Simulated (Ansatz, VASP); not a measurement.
## EuS: VASP beside Ansatz

INCAR

```
PREC     = Accurate       # precision mode
ENCUT    = 600            # plane-wave cutoff, eV
EDIFF    = 1E-7           # SCF threshold, eV
ISMEAR   = -1             # smearing method
SIGMA    = 0.05           # smearing width, eV
LREAL    = F              # projectors in reciprocal space
LASPH    = T              # aspherical terms in the spheres
NELM     = 200            # most SCF steps
ALGO     = Normal         # electronic algorithm
ISIF     = 3              # what is computed and relaxed
LWAVE    = F              # write WAVECAR
LCHARG   = F              # write CHGCAR
ISPIN    = 2              # spin polarisation
MAGMOM   = 7 0            # initial moments
LORBIT   = 11             # projections on sites
LMAXMIX  = 6              # l up to which the mixer works
GGA      = PE             # functional
IVDW     = 12             # dispersion correction
IBRION   = 2              # ionic algorithm
NSW      = 60             # ionic steps
EDIFFG   = -0.01          # ionic threshold
GGA_COMPAT= F            
NELMIN   = 4
```

The input KPOINTS:

```
Automatic mesh
0
Gamma
  8 8 8
```

File POSCAR:

```
EuS
1.0
    0.0000000000      2.9785000000      2.9785000000
    2.9785000000      0.0000000000      2.9785000000
    2.9785000000      2.9785000000      0.0000000000
Eu S
1 1
Direct
    0.0000000000      0.0000000000      0.0000000000
    0.5000000000      0.5000000000      0.5000000000
```

Contents of input.yaml:

```yaml
crystal:
  lattice:
    - [0.0, 2.9785, 2.9785]
    - [2.9785, 0.0, 2.9785]
    - [2.9785, 2.9785, 0.0]
  atoms:
    - { symbol: Eu, position: [0.0, 0.0, 0.0], spin: 7.0 }
    - { symbol: S, position: [0.5, 0.5, 0.5] }
hamiltonian:
  xc: pbe
  pseudopotentials: { kind: paw }
  dispersion: d3bj
magnetization:
  spin_polarized: true
kpoints:
  mp_grid: { grid: [8, 8, 8] }
scf:
  occupations: { method: fermi_dirac, width: 0.05 }
output:
  forces: true
  stress: true
relax:
  f_tol: 0.01
  max_steps: 40
  cell: { stress_tol: 0.05 }
```

Alike in both runs: task relaxation of cell and atoms; functional PBE; dispersion D3(BJ); k mesh 8 × 8 × 8; occupations fermi-dirac, width 0.05 eV; collinear spin.

|  | VASP | Ansatz |
| --- | --- | --- |
| version | VASP 6.6.1 | Ansatz 0.2.0 |
| potentials or method | VASP PAW PBE potentials, release 64 (Eu, S) | Ansatz PAW |
| plane-wave cutoff (eV) | 600 | 420 |
| valence electrons in the cell | 23 | 23 |

|  | VASP | Ansatz | Ansatz less VASP |
| --- | --- | --- | --- |
| net moment per atom (μB) | 3.47 | 3.48 | +0.005 |
| size of the moment on the site where the two differ most (μB) | 6.55 | 6.69 | +0.142 |
| relaxed volume (Å³/atom) | 23.81 | 23.94 | +0.127 |
| relaxed length of the cell vector where the two differ most in proportion (Å) | 4.068 | 4.076 | +0.0072 |

Site moments also hang on the region over which each program counts them.

Spin-orbit coupling is off throughout. Noted on Ansatz's run: the plane-wave basis is chosen anew once the cell has moved, so the energies of steps on either side of that aren't comparable.
